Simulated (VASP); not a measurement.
# Ga (Im-3m) in VASP: single point with PBE

Aim: the single point of Ga with PBE.

Program: VASP 6.6.1. These are calculated values, not measurements. Logs are shortened: lines on timing, memory, paths and dates and some standing lists are left out, and cuts for length are marked.

### Step 1. The cell of the first run

The structure is cubic, space group Im-3m (No. 229). Conventional cell: a = 3.433 Å, b = 3.433 Å, c = 3.433 Å, α = 90.00°, β = 90.00°, γ = 90.00°. Ga (site symmetry m-3m) has 14 Ga at 2.97 to 3.43 Å within 3.9 Å.

### Step 2. Single point, PBE (In replaced by Ga, lengths x 0.915, strained)

File INCAR:

```
SYSTEM = Ga
PREC = Accurate
ENCUT = 520
EDIFF = 1E-6
ISMEAR = 0
SIGMA = 0.1
LREAL = .False.
LASPH = .True.
NELM = 100
ALGO = Normal
ISIF = 2
LWAVE = .False.
LCHARG = .False.
GGA = PE
NBANDS = 12
```

File KPOINTS:

```
Automatic mesh
0
Gamma
  18 18 18
  0 0 0
```

File POSCAR:

```
Ga
1.0
   -1.7165965488      1.7165965488      1.7165965488
    1.7165965488     -1.7165965488      1.7165965488
    1.7165965488      1.7165965488     -1.7165965488
Ga
1
Direct
    0.0000000000      0.0000000000      0.0000000000
```

Potentials or basis: VASP PAW PBE potentials, release 64 (Ga_d).

Launch:

```
> cat potpaw_PBE.64/Ga_d/POTCAR > POTCAR
> mpirun -np 1 vasp_std > vasp.out
```

OUTCAR:

```text
SYSTEM = Ga
   PREC = Accurate
   ENCUT = 520
   EDIFF = 1E-6
   ISMEAR = 0
   LREAL = .False.
   LASPH = .True.
   NELM = 100
   ISIF = 2
   GGA = PE

 ion  position               nearest neighbor table
   1  0.000  0.000  0.000-

  LATTYP: Found a body centered cubic cell.
 ALAT       =     3.4331930976

  Lattice vectors:

 A1 = (  -1.7165965488,   1.7165965488,   1.7165965488)
 A2 = (   1.7165965488,  -1.7165965488,   1.7165965488)
 A3 = (   1.7165965488,   1.7165965488,  -1.7165965488)

Analysis of symmetry for initial positions (statically):
=====================================================================
 Subroutine PRICEL returns:
 Original cell was already a primitive cell.

 Routine SETGRP: Setting up the symmetry group for a
 body centered cubic supercell.

 Subroutine GETGRP returns: Found 48 space group operations
 (whereof 48 operations were pure point group operations)
 out of a pool of 48 trial point group operations.

The static configuration has the point symmetry O_h .

Analysis of symmetry for dynamics (positions and initial velocities):
=====================================================================
 Subroutine PRICEL returns:
 Original cell was already a primitive cell.

 Routine SETGRP: Setting up the symmetry group for a
 body centered cubic supercell.

 Subroutine GETGRP returns: Found 48 space group operations
 (whereof 48 operations were pure point group operations)
 out of a pool of 48 trial point group operations.

The dynamic configuration has the point symmetry O_h .

 Subroutine INISYM returns: Found 48 space group operations
 (whereof 48 operations are pure point group operations),
 and found     1 'primitive' translations

----------------------------------------------------------------------------------------

                                     Primitive cell

  volume of cell :      20.2332

  direct lattice vectors                    reciprocal lattice vectors
    -1.716596549  1.716596549  1.716596549     0.000000000  0.291274033  0.291274033
     1.716596549 -1.716596549  1.716596549     0.291274033  0.000000000  0.291274033
     1.716596549  1.716596549 -1.716596549     0.291274033  0.291274033  0.000000000

  length of vectors
     2.973232439  2.973232439  2.973232439     0.411923688  0.411923688  0.411923688

  position of ions in fractional coordinates (direct lattice)
     0.000000000  0.000000000  0.000000000

  ion indices of the primitive-cell ions
   primitive index   ion index
                 1           1

----------------------------------------------------------------------------------------

 KPOINTS: Automatic mesh

Automatic generation of k-mesh.
 Grid dimensions read from file:
 generate k-points for:   18   18   18

 Generating k-lattice:

  Cartesian coordinates                     Fractional coordinates (reciprocal lattice)
     0.000000000  0.016181891  0.016181891     0.055555556  0.000000000  0.000000000
     0.016181891  0.000000000  0.016181891     0.000000000  0.055555556  0.000000000
     0.016181891  0.016181891  0.000000000     0.000000000  0.000000000  0.055555556

  Length of vectors
     0.022884649  0.022884649  0.022884649

  Shift w.r.t. Gamma in fractional coordinates (k-lattice)
     0.000000000  0.000000000  0.000000000

 Subroutine IBZKPT returns following result:
 ===========================================

 Found    195 irreducible k-points:

 Following reciprocal coordinates:
            Coordinates               Weight
  0.000000  0.000000  0.000000      1.000000
  0.055556  0.000000  0.000000     12.000000
  0.111111  0.000000  0.000000     12.000000
  0.166667  0.000000  0.000000     12.000000
  0.222222  0.000000  0.000000     12.000000
  0.277778  0.000000  0.000000     12.000000
[... 16 lines left out ...]
  0.333333  0.111111  0.000000     48.000000
  0.388889  0.111111  0.000000     48.000000
 [... further k-points ...]
   k-points           NKPTS =    195   k-points in BZ     NKDIM =    195   number of bands    NBANDS=     12
   number of dos      NEDOS =    301   number of ions     NIONS =      1
   total plane-waves  NPLWV =  13824
   dimension x,y,z NGX =    24 NGY =   24 NGZ =   24
   dimension x,y,z NGXF=    48 NGYF=   48 NGZF=   48
   ions per type =               1
   NGX,Y,Z   is equivalent  to a cutoff of  13.42, 13.42, 13.42 a.u.
   NGXF,Y,Z  is equivalent  to a cutoff of  26.84, 26.84, 26.84 a.u.
 SYSTEM =  Ga
   PREC   = accura    normal or accurate (medium, high low for compatibility)
   ISTART =      0    job   : 0-new  1-cont  2-samecut
   ICHARG =      2    charge: 1-file 2-atom 10-const
   ISPIN  =      1    spin polarized calculation?
   LNONCOLLINEAR =      F non collinear calculations
   LSORBIT =      F    spin-orbit coupling
   LASPH  =      T    aspherical Exc in radial PAW
   ENCUT  =  520.0 eV  38.22 Ry    6.18 a.u.   5.53  5.53  5.53*2*pi/ulx,y,z
   NELM   =    100;   NELMIN=  2; NELMDL= -5     # of ELM steps
   EDIFF  = 0.1E-05   stopping-criterion for ELM
   LREAL  =      F    real-space projection
   EDIFFG = 0.1E-04   stopping-criterion for IOM
   NSW    =      0    number of steps for IOM
   IBRION =     -1    ionic relax: 0-MD 1-quasi-New 2-CG
   NFREE  =      0    steps in history (QN), initial steepest desc. (CG)
   ISIF   =      2    stress and relaxation
   ISYM   =      2    0-nonsym 1-usesym 2-fastsym
   POTIM  = 0.5000    time-step for ionic-motion
   TEBEG  =    0.0;   TEEND  =   0.0 temperature during run
   PSTRESS=    0.0 pullay stress
   NELECT =      13.0000    total number of electrons
   NUPDOWN=      -1.0000    fix difference up-down
   EMIN   =  10.00;   EMAX   =-10.00  energy-range for DOS
   EFERMI =   0.00;   METHOD = LEGACY
   ISMEAR =     0;   SIGMA  =   0.10  broadening in eV -4-tet -1-fermi 0-gaus
   EFERMI_NEDOS =   21; number of points for ismear=-14 and -15
   IALGO  =     38    algorithm
   IMIX   =      4    mixing-type and parameters
     AMIX     =   0.40;   BMIX     =  1.00
     AMIX_MAG =   1.60;   BMIX_MAG =  1.00
  volume/ion in A,a.u.               =      20.23       136.54
  Fermi-wavevector in a.u.,A,eV,Ry     =   1.412649  2.669520 27.151491  1.995578
  Thomas-Fermi vector in A             =   2.534376
   LORBIT       =      0    0 simple, 1 ext, 2 COOP (PROOUT), +10 PAW based schemes
   GGA     = PE    functional components
   LHFCALC =     F    Hartree Fock is set to
   AEXX    =    0.0000 exact exchange contribution
   IVDW    =     0    specifies the selected vdW correction
   LEPSILON=     F    determine dielectric tensor
   LRPA    =     F    only Hartree local field effects (RPA)
 non-spin polarized calculation
 Gauss-broadening in eV      SIGMA  =   0.10
  energy-cutoff  :      520.00
  volume of cell :       20.23
 maximum number of plane-waves:       563
 NGX is ok and might be reduce to    24
   NGX = 11   NGY = 11   NGZ = 11

 number of electron      13.0000007 magnetization

 Free energy of the ion-electron system (eV)
  ---------------------------------------------------
  ext. energy  EPLUGINS =         0.00000000
  ---------------------------------------------------
  free energy    TOTEN  =        -2.86703525 eV

  energy without entropy =       -2.86457093  energy(sigma->0) =       -2.86580309

 E-fermi :   4.9634     XC(G=0): -10.6776

 val. band max:        4.9594845617   @ k =  -0.3889   0.4444   0.2222
 cond. band min:       4.9997350162   @ k =   0.5000   0.5000   0.4444
 fundamental gap:      0.0402504545
 Fermi energy:         4.9634131125

 k-point     1 :       0.0000    0.0000    0.0000
  band No.  band energies     occupation
      1      -9.9435      2.00000
      2      -9.9435      2.00000
      3      -9.9435      2.00000
      4      -9.7855      2.00000
      5      -9.7855      2.00000
      6      -5.5920      2.00000
      7      16.6745      0.00000
      8      16.6745      0.00000
      9      16.6745      0.00000
     10      21.4169      0.00000
     11      21.4169      0.00000
     12      21.4169      0.00000

 k-point     2 :       0.0556    0.0000    0.0000
  band No.  band energies     occupation
      1      -9.9456      2.00000
      2      -9.9418      2.00000
      3      -9.9360      2.00000
      4      -9.7877      2.00000
      5      -9.7856      2.00000
      6      -5.5124      2.00000
      7      15.9414      0.00000
      8      16.3005      0.00000
      9      16.5568      0.00000
     10      20.3911      0.00000
     11      20.4992      0.00000
     12      21.6429      0.00000

 k-point     3 :       0.1111    0.0000    0.0000
  band No.  band energies     occupation
      1      -9.9516      2.00000
      2      -9.9377      2.00000
      3      -9.9145      2.00000
      4      -9.7935      2.00000
      5      -9.7856      2.00000
      6      -5.2729      2.00000
      7      14.2119      0.00000
      8      15.4791      0.00000
      9      16.2184      0.00000
     10      19.2635      0.00000
     11      19.4462      0.00000
     12      21.2783      0.00000
[... 286 lines left out ...]
 k-point    23 :       0.3333    0.1111    0.0000
  band No.  band energies     occupation
      1      -9.9952      2.00000
      2      -9.9558      2.00000
      3      -9.8030      2.00000
      4      -9.7911      2.00000
      5      -9.7288      2.00000
      6      -1.4143      2.00000
      7       4.4593      2.00000
      8      10.0232      0.00000
      9      12.8059      0.00000
     10      17.0469      0.00000
     11      19.2292      0.00000
     12      22.4587      0.00000

 k-point    24 :       0.3889    0.1111    0.0000
  band No.  band energies     occupation
      1     -10.0006      2.00000
      2      -9.9635      2.00000
      3      -9.7978      2.00000
      4      -9.7919      2.00000
      5      -9.7100      2.00000
      6      -0.2492      2.00000
      7       2.8471      2.00000
      8       9.7650      0.00000
      9      12.5860      0.00000
     10      16.8525      0.00000
     11      19.1039      0.00000
     12      23.4250      0.00000

 [... further k-points ...]

------------------------ aborting loop because EDIFF is reached ----------------------------------------

  FORCE on cell =-STRESS in cart. coord.  units (eV):
  Direction    XX          YY          ZZ          XY          YZ          ZX
  --------------------------------------------------------------------------------------
  -------------------------------------------------------------------------------------
  Total       -0.2702618     -0.2702618     -0.2702618      0.0000000      0.0000000      0.0000000
  in kB      -21.4008263    -21.4008263    -21.4008263      0.0000000      0.0000000      0.0000000
  external PRESSURE =     -21.4008263 kB  Pullay stress =       0.0000000 kB

 VOLUME and BASIS-vectors are now :
 -----------------------------------------------------------------------------
  energy-cutoff  :      520.00
  volume of cell :       20.23
      direct lattice vectors                 reciprocal lattice vectors
    -1.716596549  1.716596549  1.716596549     0.000000000  0.291274033  0.291274033
     1.716596549 -1.716596549  1.716596549     0.291274033  0.000000000  0.291274033
     1.716596549  1.716596549 -1.716596549     0.291274033  0.291274033  0.000000000

 POSITION                                       TOTAL-FORCE (eV/Angst)
 -----------------------------------------------------------------------------------
      0.00000      0.00000      0.00000        -0.000000      0.000000     -0.000000
 -----------------------------------------------------------------------------------
    total drift:                               -0.000000     -0.000000      0.000000

  FREE ENERGIE OF THE ION-ELECTRON SYSTEM (eV)
  ---------------------------------------------------
  free  energy   TOTEN  =        -2.8670352527 eV

  energy  without entropy=       -2.8645709336  energy(sigma->0) =       -2.86580309
```

Run time: 28 s. Hardware: 1 thread of AMD EPYC 7R13 (Zen 3), shared host; peak memory 0.14 GiB.

Results:

```yaml
Free_energy: -2.8670 eV
Pressure: -2.1 GPa
```

Caveat: the cell differs from its parent crystal (In replaced by Ga, lengths x 0.915, strained).
